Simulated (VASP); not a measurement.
# BP (I-4m2) in VASP: further runs, part 2 of 2

VASP 6.6.1.

## Step 3: Single point, r2SCAN (strain -0.0050 x Voigt [0, 1, 0, 0, 0, 0])

Contents of POSCAR:

```
BP
1.0
    0.0000000000      2.2576550000      2.2690000000
    2.2690000000      0.0000000000      2.2690000000
    2.2690000000      2.2576550000      0.0000000000
B P
1 1
Direct
    0.0000000000      0.0000000000      0.0000000000
    0.7500000000      0.7500000000      0.7500000000
```

Contents of INCAR.step1:

```
PREC     = Accurate       # precision mode
ENCUT    = 520            # plane-wave cutoff, eV
ISMEAR   = 0              # smearing method
SIGMA    = 0.05           # smearing width, eV
LREAL    = F              # projectors in reciprocal space
LASPH    = T              # aspherical terms in the spheres
NELM     = 60             # most SCF steps
NBANDS   = 11             # bands
GGA      = PE             # functional
ALGO     = Normal         # electronic algorithm
EDIFF    = 1E-4           # SCF threshold, eV
LWAVE    = T              # write WAVECAR
LCHARG   = F              # write CHGCAR
```

Contents of INCAR.step2:

```
PREC     = Accurate       # precision mode
ENCUT    = 520            # plane-wave cutoff, eV
EDIFF    = 1E-6           # SCF threshold, eV
ISMEAR   = 0              # smearing method
SIGMA    = 0.05           # smearing width, eV
LREAL    = F              # projectors in reciprocal space
LASPH    = T              # aspherical terms in the spheres
NELM     = 60             # most SCF steps
ALGO     = Normal         # electronic algorithm
ISIF     = 2              # what is computed and relaxed
LWAVE    = F              # write WAVECAR
LCHARG   = T              # write CHGCAR
METAGGA  = R2SCAN         # meta-GGA
LMIXTAU  = T            
LELF     = T              # ELF
LVHAR    = T            
NBANDS   = 11             # bands
ISTART   = 1
```

Contents of KPOINTS:

```
Automatic mesh
0
Gamma
  10 10 10
```

Potentials or basis: VASP PAW PBE potentials, release 64 (B, P).

Launch:

```console
$ cat potpaw_PBE.64/B/POTCAR potpaw_PBE.64/P/POTCAR > POTCAR
$ cp INCAR.step1 INCAR
$ mpirun -np 1 vasp_std > vasp.out
$ cp INCAR.step2 INCAR
$ mpirun -np 1 vasp_std > vasp.out
```

OUTCAR:

```text
PREC = Accurate
   ENCUT = 520
   EDIFF = 1E-6
   ISMEAR = 0
   LREAL = F
   LASPH = T
   NELM = 60
   ISIF = 2
   METAGGA = R2SCAN
   ISTART = 1

 ion  position               nearest neighbor table
   1  0.000  0.000  0.000-   2 1.96   2 1.96   2 1.96   2 1.96
   2  0.750  0.750  0.750-   1 1.96   1 1.96   1 1.96   1 1.96

  LATTYP: Found a body centered tetragonal cell.
 ALAT       =     3.2088505730
 C/A-ratio  =     1.4071424946

  Lattice vectors:

 A1 = (   0.0000000000,  -2.2576550000,   2.2690000000)
 A2 = (   0.0000000000,  -2.2576550000,  -2.2690000000)
 A3 = (   2.2690000000,   2.2576550000,   0.0000000000)

Analysis of symmetry for initial positions (statically):
=====================================================================
 Subroutine PRICEL returns:
 Original cell was already a primitive cell.

 Routine SETGRP: Setting up the symmetry group for a
 body centered tetragonal supercell.

 Subroutine GETGRP returns: Found  8 space group operations
 (whereof  8 operations were pure point group operations)
 out of a pool of 16 trial point group operations.

The static configuration has the point symmetry D_2d.
[... 164 lines left out ...]
 cond. band min:       8.8435547276   @ k =   0.4000   0.0000   0.4000
 fundamental gap:      1.3599136910
 Fermi energy:         7.7286648764

 k-point     1 :       0.0000    0.0000    0.0000
  band No.  band energies     occupation
      1      -8.8570      2.00000
      2       7.4315      2.00000
      3       7.4315      2.00000
      4       7.4836      2.00000
      5      11.0763      0.00000
      6      11.1072      0.00000
      7      11.1072      0.00000
      8      15.5395      0.00000
      9      19.8917      0.00000
     10      20.0405      0.00000
     11      20.1785      0.00000
[... 309 lines left out ...]
 k-point    24 :       0.4000    0.3000    0.0000
  band No.  band energies     occupation
      1      -5.7563      2.00000
      2       0.9012      2.00000
      3       3.1797      2.00000
      4       3.7371      2.00000
      5       9.5088      0.00000
      6      11.4134      0.00000
      7      17.5705      0.00000
      8      17.7076      0.00000
      9      22.5274      0.00000
     10      23.5221      0.00000
     11      25.6515      0.00000

 [... further k-points ...]
[... 5 lines left out ...]
  --------------------------------------------------------------------------------------
  -------------------------------------------------------------------------------------
  Total       -0.0442910      0.1653670     -0.0442910      0.0000000      0.0000000      0.0000000
  in kB       -3.0525963     11.3973262     -3.0525963      0.0000000      0.0000000      0.0000000
  external PRESSURE =       1.7640445 kB  Pullay stress =       0.0000000 kB

 VOLUME and BASIS-vectors are now :
 -----------------------------------------------------------------------------
  energy-cutoff  :      520.00
  volume of cell :       23.25
      direct lattice vectors                 reciprocal lattice vectors
     0.000000000  2.257655000  2.269000000    -0.220361393  0.221468736  0.220361393
     2.269000000  0.000000000  2.269000000     0.220361393 -0.221468736  0.220361393
     2.269000000  2.257655000  0.000000000     0.220361393  0.221468736 -0.220361393

 POSITION                                       TOTAL-FORCE (eV/Angst)
 -----------------------------------------------------------------------------------
      0.00000      0.00000      0.00000        -0.000000      0.000000     -0.000000
      3.40350      3.38648      3.40350         0.000000     -0.000000      0.000000
 -----------------------------------------------------------------------------------
    total drift:                               -0.000000     -0.000000     -0.000000

  FREE ENERGIE OF THE ION-ELECTRON SYSTEM (eV)
  ---------------------------------------------------
  free  energy   TOTEN  =       -17.3110116787 eV

  energy  without entropy=      -17.3110116787  energy(sigma->0) =      -17.31101168
```

OUTCAR.step1:

```text
PREC = Accurate
   ENCUT = 520
   ISMEAR = 0
   LREAL = F
   LASPH = T
[... 557 lines left out ...]
 -----------------------------------------------------------------------------------
      0.00000      0.00000      0.00000         0.000000      0.000000      0.000000
      3.40350      3.38648      3.40350        -0.000000     -0.000000     -0.000000
 -----------------------------------------------------------------------------------
    total drift:                               -0.000000     -0.000000     -0.000000

  FREE ENERGIE OF THE ION-ELECTRON SYSTEM (eV)
  ---------------------------------------------------
  free  energy   TOTEN  =       -12.9291446527 eV

  energy  without entropy=      -12.9291446527  energy(sigma->0) =      -12.92914465
```

It took 3.1 min on 1 thread of AMD EPYC 7R13, shared host; peak memory 0.12 GiB.

What came out:

| Item | Value |
| --- | --- |
| Free energy | -17.3110 eV |
| Pressure | 0.2 GPa |
| Band gap on the k mesh | 1.36 eV, indirect (least direct gap 3.59 eV) |

Stress tensor (GPa, compression positive):
```
-0.31  0.00  0.00
 0.00  1.14  0.00
 0.00  0.00 -0.31
```

Levels at points of the mesh, in eV from the valence-band top:
```csv
k point,band 1,band 2,band 3,band 4,band 5,band 6,band 7,band 8
"(0.00, 0.00, 0.00)",-16.34,-0.05,-0.05,0.00,3.59,3.62,3.62,8.06
"(0.50, 0.00, 0.00)",-12.83,-9.57,-1.94,-1.87,4.13,4.97,5.03,10.90
"(0.50, 0.50, 0.00)",-11.17,-9.20,-4.39,-4.37,1.51,1.89,13.02,13.14
"(0.50, 0.00, 0.50)",-11.12,-9.16,-4.43,-4.43,1.46,1.82,13.08,13.08
```

Caveat: the cell differs from its parent crystal (strain -0.0050 x Voigt [0, 1, 0, 0, 0, 0]); the PAW data sets were made with another functional, which shifts forces and pressure a little.

## Step 4: Single point, r2SCAN (strain +0.0050 x Voigt [0, 1, 0, 0, 0, 0])

Contents of POSCAR:

```
BP
1.0
    0.0000000000      2.2803450000      2.2690000000
    2.2690000000      0.0000000000      2.2690000000
    2.2690000000      2.2803450000      0.0000000000
B P
1 1
Direct
    0.0000000000      0.0000000000      0.0000000000
    0.7500000000      0.7500000000      0.7500000000
```

Contents of INCAR.step1:

```
SYSTEM = BP
PREC     = Accurate       ! precision mode
ENCUT    = 520            ! plane-wave cutoff, eV
ISMEAR   = 0              ! smearing method
SIGMA    = 0.05           ! smearing width, eV
LREAL    = .False.        ! projectors in reciprocal space
LASPH    = .True.         ! aspherical terms in the spheres
NELM     = 100            ! most SCF steps
NBANDS   = 11             ! bands
GGA      = PE             ! functional
ALGO     = Normal         ! electronic algorithm
EDIFF    = 1E-4           ! SCF threshold, eV
LWAVE    = .True.         ! write WAVECAR
LCHARG   = .False.        ! write CHGCAR
```

Contents of INCAR.step2:

```
SYSTEM = BP
PREC     = Accurate       ! precision mode
ENCUT    = 520            ! plane-wave cutoff, eV
EDIFF    = 1E-6           ! SCF threshold, eV
ISMEAR   = 0              ! smearing method
SIGMA    = 0.05           ! smearing width, eV
LREAL    = .False.        ! projectors in reciprocal space
LASPH    = .True.         ! aspherical terms in the spheres
NELM     = 100            ! most SCF steps
ALGO     = Normal         ! electronic algorithm
ISIF     = 2              ! what is computed and relaxed
LWAVE    = .False.        ! write WAVECAR
LCHARG   = .False.        ! write CHGCAR
METAGGA  = R2SCAN         ! meta-GGA
LMIXTAU  = .True.       
NBANDS   = 11             ! bands
ISTART   = 1
```

Contents of KPOINTS:

```
Automatic mesh
0
Gamma
  10 10 10
  0 0 0
```

Potentials or basis: VASP PAW PBE potentials, release 64 (B, P).

Launch:

```console
$ cat potpaw_PBE.64/B/POTCAR potpaw_PBE.64/P/POTCAR > POTCAR
$ cp INCAR.step1 INCAR
$ mpirun -np 1 vasp_std > vasp.out
$ cp INCAR.step2 INCAR
$ mpirun -np 1 vasp_std > vasp.out
```

OUTCAR:

```text
SYSTEM = BP
   PREC = Accurate
   ENCUT = 520
   EDIFF = 1E-6
   ISMEAR = 0
   LREAL = .False.
   LASPH = .True.
   NELM = 100
   ISIF = 2
   METAGGA = R2SCAN
   ISTART = 1

 ion  position               nearest neighbor table
   1  0.000  0.000  0.000-   2 1.97   2 1.97   2 1.97   2 1.97
   2  0.750  0.750  0.750-   1 1.97   1 1.97   1 1.97   1 1.97

  LATTYP: Found a body centered tetragonal cell.
 ALAT       =     3.2088505730
 C/A-ratio  =     1.4212846302

  Lattice vectors:

 A1 = (   0.0000000000,  -2.2803450000,   2.2690000000)
 A2 = (   0.0000000000,  -2.2803450000,  -2.2690000000)
[... 514 lines left out ...]
      8      17.5163      0.00000
      9      22.3239      0.00000
     10      23.3223      0.00000
     11      25.4164      0.00000

 [... further k-points ...]
[... 5 lines left out ...]
  --------------------------------------------------------------------------------------
  -------------------------------------------------------------------------------------
  Total       -0.1494620     -0.3611753     -0.1494620      0.0000000      0.0000000      0.0000000
  in kB      -10.1986302    -24.6450166    -10.1986302      0.0000000      0.0000000      0.0000000
  external PRESSURE =     -15.0140923 kB  Pullay stress =       0.0000000 kB

 VOLUME and BASIS-vectors are now :
 -----------------------------------------------------------------------------
  energy-cutoff  :      520.00
  volume of cell :       23.48
      direct lattice vectors                 reciprocal lattice vectors
     0.000000000  2.280345000  2.269000000    -0.220361393  0.219265067  0.220361393
     2.269000000  0.000000000  2.269000000     0.220361393 -0.219265067  0.220361393
     2.269000000  2.280345000  0.000000000     0.220361393  0.219265067 -0.220361393

 POSITION                                       TOTAL-FORCE (eV/Angst)
 -----------------------------------------------------------------------------------
      0.00000      0.00000      0.00000         0.000000     -0.000000     -0.000000
      3.40350      3.42052      3.40350         0.000000      0.000000      0.000000
 -----------------------------------------------------------------------------------
    total drift:                               -0.000000     -0.000000     -0.000000

  FREE ENERGIE OF THE ION-ELECTRON SYSTEM (eV)
  ---------------------------------------------------
  free  energy   TOTEN  =       -17.3101926035 eV

  energy  without entropy=      -17.3101926035  energy(sigma->0) =      -17.31019260
```

OUTCAR.step1:

```text
SYSTEM = BP
   PREC = Accurate
   ENCUT = 520
   ISMEAR = 0
   LREAL = .False.
   LASPH = .True.
[... 558 lines left out ...]
      0.00000      0.00000      0.00000         0.000000      0.000000      0.000000
      3.40350      3.42052      3.40350        -0.000000      0.000000      0.000000
 -----------------------------------------------------------------------------------
    total drift:                               -0.000000     -0.000000     -0.000000

  FREE ENERGIE OF THE ION-ELECTRON SYSTEM (eV)
  ---------------------------------------------------
  free  energy   TOTEN  =       -12.9305653140 eV

  energy  without entropy=      -12.9305653140  energy(sigma->0) =      -12.93056531
```

OSZICAR.step1:

```text
N       E                     dE             d eps       ncg     rms          rms(c)
DAV:   1     0.909855326855E+01    0.90986E+01   -0.40022E+03  2244   0.658E+02
DAV:   2    -0.130010714223E+02   -0.22100E+02   -0.20960E+02  2969   0.108E+02
DAV:   3    -0.136248560390E+02   -0.62378E+00   -0.62209E+00  2812   0.160E+01
DAV:   4    -0.136274741817E+02   -0.26181E-02   -0.26179E-02  2558   0.119E+00
DAV:   5    -0.136274879697E+02   -0.13788E-04   -0.13788E-04  2794   0.869E-02    0.715E+00
DAV:   6    -0.130270840337E+02    0.60040E+00   -0.13766E+00  2541   0.506E+00    0.386E+00
DAV:   7    -0.129377952254E+02    0.89289E-01   -0.22820E-01  2795   0.238E+00    0.132E+00
DAV:   8    -0.129300332826E+02    0.77619E-02   -0.26458E-02  2632   0.929E-01    0.191E-01
DAV:   9    -0.129303574803E+02   -0.32420E-03   -0.71654E-04  2659   0.180E-01    0.121E-01
DAV:  10    -0.129305547161E+02   -0.19724E-03   -0.24863E-04  2527   0.990E-02    0.281E-02
DAV:  11    -0.129305653140E+02   -0.10598E-04   -0.10965E-05  1308   0.223E-02
   1 F= -.12930565E+02 E0= -.12930565E+02  d E =-.490572E-14
```

Wall time 2.6 min (1 thread of AMD EPYC 7R13, shared host); peak memory 0.12 GiB.

What came out:

```yaml
Free_energy: -17.3102 eV
Pressure: -1.5 GPa
Band_gap_on_the_k_mesh: 1.41 eV, indirect (least direct gap 3.61 eV)
```

Stress tensor (GPa, compression positive):
```
-1.02  0.00  0.00
 0.00 -2.46  0.00
 0.00  0.00 -1.02
```

Caveat: the cell differs from its parent crystal (strain +0.0050 x Voigt [0, 1, 0, 0, 0, 0]); the PAW data sets were made with another functional, which shifts forces and pressure a little.

## Step 5: Single point, r2SCAN (strain +0.0150 x Voigt [0, 1, 0, 0, 0, 0])

Contents of POSCAR:

```
BP
1.0
    0.0000000000      2.3030350000      2.2690000000
    2.2690000000      0.0000000000      2.2690000000
    2.2690000000      2.3030350000      0.0000000000
B P
1 1
Direct
    0.0000000000      0.0000000000      0.0000000000
    0.7500000000      0.7500000000      0.7500000000
```

Contents of INCAR.step1:

```
PREC = Accurate
ENCUT = 520
ISMEAR = 0
SIGMA = 0.05
LREAL = False
LASPH = True
NELM = 60
NBANDS = 11
GGA = PE
ALGO = Normal
EDIFF = 1E-4
LWAVE = True
LCHARG = False
```

Contents of INCAR.step2:

```
PREC = Accurate
ENCUT = 520
EDIFF = 1E-6
ISMEAR = 0
SIGMA = 0.05
LREAL = False
LASPH = True
NELM = 60
ALGO = Normal
ISIF = 2
LWAVE = False
LCHARG = False
METAGGA = R2SCAN
LMIXTAU = True
NBANDS = 11
ISTART = 1
```

Contents of KPOINTS:

```
Automatic mesh
0
Gamma
  10 10 10
```

Launch:

```console
$ cat potpaw_PBE.64/B/POTCAR potpaw_PBE.64/P/POTCAR > POTCAR
$ cp INCAR.step1 INCAR
$ mpirun -np 1 vasp_std > vasp.out
$ cp INCAR.step2 INCAR
$ mpirun -np 1 vasp_std > vasp.out
```

Wall time 2.6 min (1 thread of AMD EPYC 7R13, shared host); peak memory 0.12 GiB.

The run converged. Its results:

- Free energy: -17.3042 eV
- Pressure: -3.1 GPa
- Band gap on the k mesh: 1.35 eV, indirect (least direct gap 3.54 eV)

Stress tensor (GPa, compression positive):
```
-1.66  0.00  0.00
 0.00 -5.99  0.00
 0.00  0.00 -1.66
```

Levels at points of the mesh, in eV from the valence-band top:
```tsv
k point	band 1	band 2	band 3	band 4	band 5	band 6	band 7	band 8	band 9
(0.00, 0.00, 0.00)	-16.17	-0.16	0.00	0.00	3.54	3.54	3.63	7.72	12.24
(0.50, 0.00, 0.00)	-12.74	-9.44	-2.00	-1.80	3.96	4.93	5.04	10.81	15.23
(0.50, 0.50, 0.00)	-11.05	-9.05	-4.41	-4.38	1.46	1.80	12.69	13.02	16.16
(0.50, 0.00, 0.50)	-11.20	-9.19	-4.23	-4.23	1.63	2.02	12.87	12.87	16.04
```

Caveat: the cell differs from its parent crystal (strain +0.0150 x Voigt [0, 1, 0, 0, 0, 0]); the PAW data sets were made with another functional, which shifts forces and pressure a little. A k mesh can miss the band edges.

## Step 6: Single point, r2SCAN (strain +0.0100 x Voigt [0, 1, 0, 0, 0, 0])

Contents of POSCAR:

```
BP
1.0
    0.0000000000      2.2916900000      2.2690000000
    2.2690000000      0.0000000000      2.2690000000
    2.2690000000      2.2916900000      0.0000000000
B P
1 1
Direct
    0.0000000000      0.0000000000      0.0000000000
    0.7500000000      0.7500000000      0.7500000000
```

Contents of INCAR.step1:

```
ALGO = Normal
EDIFF = 1E-4
ENCUT = 520
GGA = PE
ISMEAR = 0
LASPH = True
LCHARG = False
LREAL = False
LWAVE = True
NBANDS = 11
NELM = 80
PREC = Accurate
SIGMA = 0.05
```

Contents of INCAR.step2:

```
ALGO = Normal
EDIFF = 1E-6
ENCUT = 520
ISIF = 2
ISMEAR = 0
ISTART = 1
LASPH = True
LCHARG = False
LMIXTAU = True
LREAL = False
LWAVE = False
METAGGA = R2SCAN
NBANDS = 11
NELM = 80
PREC = Accurate
SIGMA = 0.05
```

Contents of KPOINTS:

```
k-points
0
Gamma
  10 10 10
```

Potentials or basis: VASP PAW PBE potentials, release 64 (B, P).

Launch:

```console
$ cat potpaw_PBE.64/B/POTCAR potpaw_PBE.64/P/POTCAR > POTCAR
$ cp INCAR.step1 INCAR
$ mpirun -np 1 vasp_std > vasp.out
$ cp INCAR.step2 INCAR
$ mpirun -np 1 vasp_std > vasp.out
```

Wall time 2.9 min (1 thread of AMD EPYC 7R13, shared host); peak memory 0.12 GiB.

The run converged. Its results:

| Item | Value |
| --- | --- |
| Free energy | -17.3078 eV |
| Pressure | -2.3 GPa |
| Band gap on the k mesh | 1.38 eV, indirect (least direct gap 3.57 eV) |

Stress tensor (GPa, compression positive):
```
-1.35  0.00  0.00
 0.00 -4.24  0.00
 0.00  0.00 -1.35
```

Levels at points of the mesh, in eV from the valence-band top:
```
           k point  band 1  band 2  band 3  band 4  band 5  band 6  band 7  band 8
(0.00, 0.00, 0.00)  -16.20   -0.10    0.00    0.00    3.57    3.57    3.63    7.81
(0.50, 0.00, 0.00)  -12.75   -9.46   -1.95   -1.82    4.02    4.96    5.04   10.85
(0.50, 0.50, 0.00)  -11.06   -9.08   -4.39   -4.37    1.49    1.83   12.81   13.03
(0.50, 0.00, 0.50)  -11.16   -9.17   -4.27   -4.27    1.60    1.98   12.93   12.93
```

Caveat: the cell differs from its parent crystal (strain +0.0100 x Voigt [0, 1, 0, 0, 0, 0]); the PAW data sets were made with another functional, which shifts forces and pressure a little. A k mesh can miss the band edges.

## Step 7: The runs side by side

```csv
cell,gap on the mesh (eV),pressure (GPa)
"a = 3.185, b = 3.209 Å, angles 59.8, 60.5, 59.8°, 2 atoms",1.19,1.9
"a = 3.201, b = 3.209 Å, angles 59.9, 60.2, 59.9°, 2 atoms",1.36,0.2
"a = 3.217, b = 3.209 Å, angles 60.1, 59.8, 60.1°, 2 atoms",1.41,-1.5
"a = 3.233, b = 3.209 Å, angles 60.2, 59.5, 60.2°, 2 atoms",1.35,-3.1
"a = 3.225, b = 3.209 Å, angles 60.2, 59.7, 60.2°, 2 atoms",1.38,-2.3
```

Alike in all rows: task single point; level r2SCAN; potentials or basis VASP PAW PBE potentials, release 64 (B, P); no spin polarisation; k mesh 10 × 10 × 10; cutoff (eV) 520; smearing gaussian 0.05 eV.

Caveats: the PAW data sets were made with another functional, which shifts forces and pressure a little.

Total energies depend on the potentials used, so only differences within one code and one set of settings carry meaning.
